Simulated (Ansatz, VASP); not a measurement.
Two plane-wave programs on AlN

INCAR

```
ALGO     = Normal         # electronic algorithm
EDIFF    = 1E-7           # SCF threshold, eV
ENCUT    = 520            # plane-wave cutoff, eV
GGA      = CA             # functional
ISIF     = 2              # what is computed and relaxed
ISMEAR   = 0              # smearing method
LASPH    = T              # aspherical terms in the spheres
LCHARG   = T              # write CHGCAR
LELF     = T              # ELF
LREAL    = F              # projectors in reciprocal space
LVHAR    = T            
LWAVE    = F              # write WAVECAR
NBANDS   = 16             # bands
NELM     = 80             # most SCF steps
PREC     = Accurate       # precision mode
SIGMA    = 0.05           # smearing width, eV
```

File KPOINTS:

```
k-points
0
Gamma
  9 9 6
```

POSCAR

```
AlN
1.0
    3.0887424016      0.0000000000      0.0000000000
   -1.5443712008      2.6749293856      0.0000000000
    0.0000000000      0.0000000000      4.9437688231
Al N
2 2
Direct
    0.3174889720      0.6795268192      0.0015212672
    0.6825110280      0.3204731808      0.5015212672
    0.3474717679      0.6551911379      0.3834787328
    0.6525282321      0.3448088621      0.8834787328
```

Input for Ansatz:

```yaml
crystal:
  lattice:
    - [3.0887424016, 0.0, 0.0]
    - [-1.5443712008, 2.6749293856, 0.0]
    - [0.0, 0.0, 4.9437688231]
  atoms:
    - { symbol: Al, position: [0.317488972, 0.6795268192, 0.0015212672] }
    - { symbol: Al, position: [0.682511028, 0.3204731808, 0.5015212672] }
    - { symbol: "N", position: [0.3474717679, 0.6551911379, 0.3834787328] }
    - { symbol: "N", position: [0.6525282321, 0.3448088621, 0.8834787328] }
basis:
  ecutwfc: 520.0
kpoints:
  mp_grid: { grid: [9, 9, 6] }
hamiltonian:
  xc: lda
scf:
  occupations: { method: gaussian, width: 0.05 }
output:
  forces: true
  stress: true
  eigenvalues: true
```

Change from the starting cell: mode 4 frozen in at -0.069 Å and mode 5 at +0.034 Å (largest displacements).

Alike in both runs: task single point; functional LDA; k mesh 9 × 9 × 6; occupations gaussian, width 0.05 eV; no spin polarisation.

|  | VASP | Ansatz |
| --- | --- | --- |
| version | VASP 6.6.1 | Ansatz 0.2.0 |
| potentials or method | VASP PAW LDA potentials, release 64 (Al, N), cutoff 520 eV | scalar-relativistic, plane waves, PAW |
| valence electrons in the cell | 16 | 16 |

|  | VASP | Ansatz | Ansatz less VASP |
| --- | --- | --- | --- |
| gap on the k mesh at the Fermi level (eV) | 4.35 | 4.35 | -0.005 |
| least direct gap on the mesh (eV) | 4.35 | 4.35 | -0.005 |
| pressure (GPa) | 0.4 | -0.2 | -0.62 |
| traceless stress, the component that is largest in VASP (GPa) | -0.13 | -0.14 | -0.011 |
| rms of the force components (eV/Å) | 0.190 | 0.191 | +0.0002 |

LDA's correlation is that of Perdew and Zunger in VASP and of Perdew and Wang (1992) in Ansatz. Atom by atom the forces differ by 0.002 eV/Å (rms over components).
